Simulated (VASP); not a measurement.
The system is Mg.

```xyz
2
Lattice="3.2093 0.0000 0.0000 -1.6046 2.7793 0.0000 0.0000 0.0000 5.2103" Properties=species:S:1:pos:R:3 pbc="T T T"
Mg    0.0000    1.8529    1.3026
Mg    1.6047    0.9264    3.9077
```

```yaml
Program: VASP 6.6.1
Task: relaxation of cell and atoms
Functional: LDA
Potentials_or_basis: VASP PAW LDA potentials, release 64 (Mg_sv)
Cutoff: 750 eV
k_mesh: 8 × 8 × 5
Occupations: gaussian, width 0.1 eV
Spin: no spin polarisation
```

At the start: pressure -3.1 GPa; volume 23.24 Å³/atom.

Where does the relaxation end?

Over 3 steps the energy falls by 18.9 meV/atom and the volume is 21.40 Å³/atom (-7.9 %); space group P6_3/mmc (No. 194, to 0.1 Å) before and after.

The path:
```csv
step,energy change (eV),largest force (eV/Å),pressure (GPa),volume (Å³)
1,0.0000,0.0000,-3.10,46.47
2,-0.0361,0.0000,-0.71,43.52
3,-0.0377,0.0000,0.00,42.79
```

Final structure:
```xyz
2
Lattice="3.1189 0.0000 0.0000 -1.5595 2.7011 0.0000 0.0000 0.0000 5.0796" Properties=species:S:1:pos:R:3 pbc="T T T"
Mg    0.0000    1.8007    1.2699
Mg    1.5595    0.9004    3.8097
```
